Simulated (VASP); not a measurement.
# GaN (R3m) in VASP: a series of runs

GaN is run at these levels: PBE; tasks: single point.

Everything below comes from runs of VASP 6.6.1. Logs are shortened: lines on timing, memory, paths and dates and some standing lists are left out, and cuts for length are marked.

## 1. The cell of the first run

It takes space group R3m (No. 160, trigonal). The conventional cell has a = 3.053 Å, b = 3.053 Å, c = 7.934 Å, α = 90.00°, β = 90.00°, γ = 120.00°. Ga (site symmetry 3m) has 4 N at 1.90 to 1.93 Å within 2.5 Å. N (site symmetry 3m) has 4 Ga at 1.90 to 1.93 Å within 2.5 Å.

## 2. Single point, PBE (epitaxial 111 strain -4.0%)

The input, INCAR:

```
SYSTEM = GaN
  ALGO = Normal
  EDIFF = 1E-7
  ENCUT = 520
  GGA = PE
  ISIF = 2
  ISMEAR = -1
  LASPH = .True.
  LCHARG = .False.
  LREAL = .False.
  LWAVE = .False.
  NBANDS = 16
  NELM = 80
  PREC = Accurate
  SIGMA = 0.02
```

The input, KPOINTS:

```
k-points
0
Gamma
  10 10 10
  0 0 0
```

The input, POSCAR:

```
GaN
1.0
    0.0874749163      2.2464693557      2.2464693557
    2.2464693557      0.0874749163      2.2464693557
    2.2464693557      2.2464693557      0.0874749163
Ga N
1 1
Direct
    0.0032476448      0.0032476448      0.0032476448
    0.2467523552      0.2467523552      0.2467523552
```

Potentials or basis: VASP PAW PBE potentials, release 64 (Ga_d, N).

Launch:

```bash
$ cat potpaw_PBE.64/Ga_d/POTCAR potpaw_PBE.64/N/POTCAR > POTCAR
$ mpirun -np 1 vasp_std > vasp.out
```

OUTCAR:

```text
SYSTEM = GaN
   EDIFF = 1E-7
   ENCUT = 520
   GGA = PE
   ISIF = 2
   ISMEAR = -1
   LASPH = .True.
   LREAL = .False.
   NELM = 80
   PREC = Accurate

 ion  position               nearest neighbor table
   1  0.003  0.003  0.003-   2 1.90   2 1.90   2 1.90   2 1.93
   2  0.247  0.247  0.247-   1 1.90   1 1.90   1 1.90   1 1.93

  LATTYP: Found a trigonal (rhomboedric) cell.
 ALAT       =     3.1781914658
 COS(alpha) =     0.5385305734

  Lattice vectors:

 A1 = (   0.0874749163,   2.2464693557,   2.2464693557)
 A2 = (   2.2464693557,   0.0874749163,   2.2464693557)
 A3 = (   2.2464693557,   2.2464693557,   0.0874749163)

Analysis of symmetry for initial positions (statically):
=====================================================================
 Subroutine PRICEL returns:
 Original cell was already a primitive cell.

 Routine SETGRP: Setting up the symmetry group for a
 trigonal (rhombohedral) supercell.

 Subroutine GETGRP returns: Found  6 space group operations
 (whereof  6 operations were pure point group operations)
 out of a pool of 12 trial point group operations.

The static configuration has the point symmetry C_3v.

Analysis of symmetry for dynamics (positions and initial velocities):
=====================================================================
 Subroutine PRICEL returns:
 Original cell was already a primitive cell.

 Routine SETGRP: Setting up the symmetry group for a
 trigonal (rhombohedral) supercell.

 Subroutine GETGRP returns: Found  6 space group operations
 (whereof  6 operations were pure point group operations)
 out of a pool of 12 trial point group operations.

The dynamic configuration has the point symmetry C_3v.

 Subroutine INISYM returns: Found  6 space group operations
 (whereof  6 operations are pure point group operations),
 and found     1 'primitive' translations

----------------------------------------------------------------------------------------

                                     Primitive cell

  volume of cell :      21.3505

  direct lattice vectors                    reciprocal lattice vectors
     0.087474916  2.246469356  2.246469356    -0.236012095  0.227166495  0.227166495
     2.246469356  0.087474916  2.246469356     0.227166495 -0.236012095  0.227166495
     2.246469356  2.246469356  0.087474916     0.227166495  0.227166495 -0.236012095

  length of vectors
     3.178191466  3.178191466  3.178191466     0.398636353  0.398636353  0.398636353

  position of ions in fractional coordinates (direct lattice)
     0.003247645  0.003247645  0.003247645
     0.246752355  0.246752355  0.246752355

  ion indices of the primitive-cell ions
   primitive index   ion index
                 1           1
                 2           2

----------------------------------------------------------------------------------------

 KPOINTS: k-points

Automatic generation of k-mesh.
 Grid dimensions read from file:
 generate k-points for:   10   10   10

 Generating k-lattice:

  Cartesian coordinates                     Fractional coordinates (reciprocal lattice)
    -0.023601210  0.022716649  0.022716649     0.100000000  0.000000000  0.000000000
     0.022716649 -0.023601210  0.022716649     0.000000000  0.100000000  0.000000000
     0.022716649  0.022716649 -0.023601210     0.000000000  0.000000000  0.100000000

  Length of vectors
     0.039863635  0.039863635  0.039863635

  Shift w.r.t. Gamma in fractional coordinates (k-lattice)
     0.000000000  0.000000000  0.000000000

 Subroutine IBZKPT returns following result:
 ===========================================

 Found    116 irreducible k-points:

 Following reciprocal coordinates:
            Coordinates               Weight
  0.000000  0.000000  0.000000      1.000000
  0.100000 -0.000000 -0.000000      6.000000
  0.200000 -0.000000 -0.000000      6.000000
  0.300000  0.000000 -0.000000      6.000000
  0.400000  0.000000  0.000000      6.000000
  0.500000  0.000000  0.000000      3.000000
[... 16 lines left out ...]
  0.300000  0.300000 -0.000000      6.000000
  0.400000  0.300000 -0.000000     12.000000
 [... further k-points ...]
   k-points           NKPTS =    116   k-points in BZ     NKDIM =    116   number of bands    NBANDS=     16
   number of dos      NEDOS =    301   number of ions     NIONS =      2
   total plane-waves  NPLWV =  13824
   dimension x,y,z NGX =    24 NGY =   24 NGZ =   24
   dimension x,y,z NGXF=    48 NGYF=   48 NGZF=   48
   ions per type =               1   1
   NGX,Y,Z   is equivalent  to a cutoff of  12.55, 12.55, 12.55 a.u.
   NGXF,Y,Z  is equivalent  to a cutoff of  25.11, 25.11, 25.11 a.u.
 SYSTEM =  GaN
   PREC   = accura    normal or accurate (medium, high low for compatibility)
   ISTART =      0    job   : 0-new  1-cont  2-samecut
   ICHARG =      2    charge: 1-file 2-atom 10-const
   ISPIN  =      1    spin polarized calculation?
   LNONCOLLINEAR =      F non collinear calculations
   LSORBIT =      F    spin-orbit coupling
   LASPH  =      T    aspherical Exc in radial PAW
   ENCUT  =  520.0 eV  38.22 Ry    6.18 a.u.   5.91  5.91  5.91*2*pi/ulx,y,z
   NELM   =     80;   NELMIN=  2; NELMDL= -5     # of ELM steps
   EDIFF  = 0.1E-06   stopping-criterion for ELM
   LREAL  =      F    real-space projection
   EDIFFG = 0.1E-05   stopping-criterion for IOM
   NSW    =      0    number of steps for IOM
   IBRION =     -1    ionic relax: 0-MD 1-quasi-New 2-CG
   NFREE  =      0    steps in history (QN), initial steepest desc. (CG)
   ISIF   =      2    stress and relaxation
   ISYM   =      2    0-nonsym 1-usesym 2-fastsym
   POTIM  = 0.5000    time-step for ionic-motion
   TEBEG  =    0.0;   TEEND  =   0.0 temperature during run
   PSTRESS=    0.0 pullay stress
   NELECT =      18.0000    total number of electrons
   NUPDOWN=      -1.0000    fix difference up-down
   EMIN   =  10.00;   EMAX   =-10.00  energy-range for DOS
   EFERMI =   0.00;   METHOD = LEGACY
   ISMEAR =    -1;   SIGMA  =   0.02  broadening in eV -4-tet -1-fermi 0-gaus
   EFERMI_NEDOS =   21; number of points for ismear=-14 and -15
   IALGO  =     38    algorithm
   IMIX   =      4    mixing-type and parameters
     AMIX     =   0.40;   BMIX     =  1.00
     AMIX_MAG =   1.60;   BMIX_MAG =  1.00
  volume/ion in A,a.u.               =      10.68        72.04
  Fermi-wavevector in a.u.,A,eV,Ry     =   1.546547  2.922550 32.542513  2.391807
  Thomas-Fermi vector in A             =   2.651767
   LORBIT       =      0    0 simple, 1 ext, 2 COOP (PROOUT), +10 PAW based schemes
   GGA     = PE    functional components
   LHFCALC =     F    Hartree Fock is set to
   AEXX    =    0.0000 exact exchange contribution
   IVDW    =     0    specifies the selected vdW correction
   LEPSILON=     F    determine dielectric tensor
   LRPA    =     F    only Hartree local field effects (RPA)
 non-spin polarized calculation
  energy-cutoff  :      520.00
  volume of cell :       21.35
 maximum number of plane-waves:       598
   NGX = 11   NGY = 11   NGZ = 11

 number of electron      17.9999999 magnetization

 Free energy of the ion-electron system (eV)
  ---------------------------------------------------
  ext. energy  EPLUGINS =         0.00000000
  ---------------------------------------------------
  free energy    TOTEN  =       -11.97252731 eV

  energy without entropy =      -11.97252731  energy(sigma->0) =      -11.97252731

 E-fermi :   6.5951     XC(G=0): -12.0485

 val. band max:        6.2322987732   @ k =   0.0000   0.0000   0.0000
 cond. band min:       8.1284051161   @ k =   0.0000   0.0000   0.0000
 fundamental gap:      1.8961063429
 Fermi energy:         6.5951252997

 k-point     1 :       0.0000    0.0000    0.0000
  band No.  band energies     occupation
      1     -10.4791      2.00000
      2      -7.4823      2.00000
      3      -7.4544      2.00000
      4      -7.4544      2.00000
      5      -7.0695      2.00000
      6      -7.0695      2.00000
[... 8 lines left out ...]
     15      25.4655      0.00000
     16      25.6845      0.00000

 k-point     2 :       0.1000   -0.0000   -0.0000
  band No.  band energies     occupation
      1     -10.3490      2.00000
      2      -7.4632      2.00000
      3      -7.4360      2.00000
      4      -7.4227      2.00000
      5      -7.0728      2.00000
      6      -7.0713      2.00000
[... 8 lines left out ...]
     15      24.2810      0.00000
     16      24.3567      0.00000

 k-point     3 :       0.2000   -0.0000   -0.0000
  band No.  band energies     occupation
      1     -10.0137      2.00000
      2      -7.4215      2.00000
      3      -7.3936      2.00000
      4      -7.2731      2.00000
      5      -7.0744      2.00000
      6      -7.0692      2.00000
[... 8 lines left out ...]
     15      23.0079      0.00000
     16      23.7960      0.00000

 k-point     4 :       0.3000    0.0000   -0.0000
  band No.  band energies     occupation
      1      -9.6391      2.00000
      2      -7.3853      2.00000
      3      -7.3570      2.00000
      4      -7.0684      2.00000
      5      -7.0491      2.00000
      6      -6.8612      2.00000
[... 8 lines left out ...]
     15      23.1007      0.00000
     16      24.6518      0.00000
[... 324 lines left out ...]
 k-point    22 :      -0.2000    0.2000    0.0000
  band No.  band energies     occupation
      1      -9.5162      2.00000
      2      -7.3499      2.00000
      3      -7.3359      2.00000
      4      -7.1211      2.00000
      5      -7.0925      2.00000
      6      -6.6401      2.00000
[... 8 lines left out ...]
     15      24.4083      0.00000
     16      27.3709      0.00000

 k-point    23 :       0.3000    0.3000   -0.0000
  band No.  band energies     occupation
      1      -9.4308      2.00000
      2      -7.3131      2.00000
      3      -7.2353      2.00000
      4      -7.2267      2.00000
      5      -7.0096      2.00000
      6      -6.6922      2.00000
[... 8 lines left out ...]
     15      28.8026      0.00000
     16      29.4319      0.00000

 k-point    24 :       0.4000    0.3000   -0.0000
  band No.  band energies     occupation
      1      -9.2670      2.00000
      2      -7.3244      2.00000
      3      -7.1999      2.00000
      4      -7.1818      2.00000
      5      -6.9976      2.00000
      6      -6.2160      2.00000
[... 8 lines left out ...]
     15      28.9085      0.00000
     16      29.5334      0.00000

 [... further k-points ...]
[... 5 lines left out ...]
  --------------------------------------------------------------------------------------
  -------------------------------------------------------------------------------------
  Total        2.7232866      2.7232866      2.7232866     -0.9005128     -0.9005128     -0.9005128
  in kB      204.3601392    204.3601392    204.3601392    -67.5760375    -67.5760375    -67.5760375
  external PRESSURE =     204.3601392 kB  Pullay stress =       0.0000000 kB

 VOLUME and BASIS-vectors are now :
 -----------------------------------------------------------------------------
  energy-cutoff  :      520.00
  volume of cell :       21.35
      direct lattice vectors                 reciprocal lattice vectors
     0.087474916  2.246469356  2.246469356    -0.236012095  0.227166495  0.227166495
     2.246469356  0.087474916  2.246469356     0.227166495 -0.236012095  0.227166495
     2.246469356  2.246469356  0.087474916     0.227166495  0.227166495 -0.236012095

 POSITION                                       TOTAL-FORCE (eV/Angst)
 -----------------------------------------------------------------------------------
      0.01488      0.01488      0.01488         0.026106      0.026106      0.026106
      1.13023      1.13023      1.13023        -0.026106     -0.026106     -0.026106
 -----------------------------------------------------------------------------------
    total drift:                                0.000184      0.000184      0.000184

  FREE ENERGIE OF THE ION-ELECTRON SYSTEM (eV)
  ---------------------------------------------------
  free  energy   TOTEN  =       -11.9725273062 eV

  energy  without entropy=      -11.9725273062  energy(sigma->0) =      -11.97252731
```

Run time: 83 s. Hardware: 1 thread of AMD EPYC 7R13, shared host; peak memory 0.14 GiB.

Results:

```yaml
Free_energy: -11.9725 eV
Pressure: 20.4 GPa
Largest_force: 0.045 eV/Å
Band_gap_on_the_k_mesh: 1.90 eV, direct
```

Forces on the atoms (eV/Å):
```
Ga   0.026  0.026  0.026
N   -0.026 -0.026 -0.026
```

Stress tensor (GPa, compression positive):
```
20.44 -6.76 -6.76
-6.76 20.44 -6.76
-6.76 -6.76 20.44
```

Caveat: the cell differs from its parent crystal (epitaxial 111 strain -4.0%).

## 3. Single point, PBE (epitaxial 111 strain -3.0%)

The input, INCAR:

```
ALGO = Normal
EDIFF = 1E-6
ENCUT = 520
GGA = PE
ISIF = 2
ISMEAR = -1
LASPH = T
LCHARG = F
LREAL = F
LWAVE = F
NBANDS = 16
NELM = 80
PREC = Accurate
SIGMA = 0.02
```

The input, KPOINTS:

```
k-points
0
Gamma
  10 10 10
```

The input, POSCAR:

```
GaN
1.0
    0.0653231975      2.2468071623      2.2468071623
    2.2468071623      0.0653231975      2.2468071623
    2.2468071623      2.2468071623      0.0653231975
Ga N
1 1
Direct
    0.0023580667      0.0023580667      0.0023580667
    0.2476419333      0.2476419333      0.2476419333
```

Potentials or basis: VASP PAW PBE potentials, release 64 (Ga_d, N).

Launch:

```bash
$ cat potpaw_PBE.64/Ga_d/POTCAR potpaw_PBE.64/N/POTCAR > POTCAR
$ mpirun -np 1 vasp_std > vasp.out
```

It took 80 s on 1 thread of AMD EPYC 7R13, shared host; peak memory 0.14 GiB.

It converged, with:

```yaml
Free_energy: -12.0356 eV
Pressure: 16.6 GPa
Largest_force: 0.032 eV/Å
Band_gap_on_the_k_mesh: 1.89 eV, direct
```

Forces in eV/Å, atoms in the order of the input:
```
Ga   0.019  0.019  0.019
N   -0.019 -0.019 -0.019
```

Stress tensor (GPa, compression positive):
```
16.59 -4.91 -4.91
-4.91 16.59 -4.91
-4.91 -4.91 16.59
```

Levels at points of the mesh, in eV from the valence-band top:
```
           k point  band 5  band 6  band 7  band 8  band 9  band 10  band 11  band 12  band 13  band 14
(0.00, 0.00, 0.00)  -13.24  -13.24   -0.34    0.00    0.00     1.89     9.92    10.88    10.88    18.04
(0.50, 0.00, 0.00)  -13.18  -11.94   -7.44   -1.34   -1.08     4.73     8.85    10.36    10.48    15.92
(0.50, 0.50, 0.00)  -13.15  -11.58   -6.45   -3.22   -2.78     3.20     6.92    11.89    14.39    14.52
(0.50, 0.50, 0.50)  -13.19  -12.16   -7.71   -0.94   -0.94     5.33     8.69    11.03    11.03    16.26
```

Caveat: the cell differs from its parent crystal (epitaxial 111 strain -3.0%).

(Continued in part 2 of 2.)
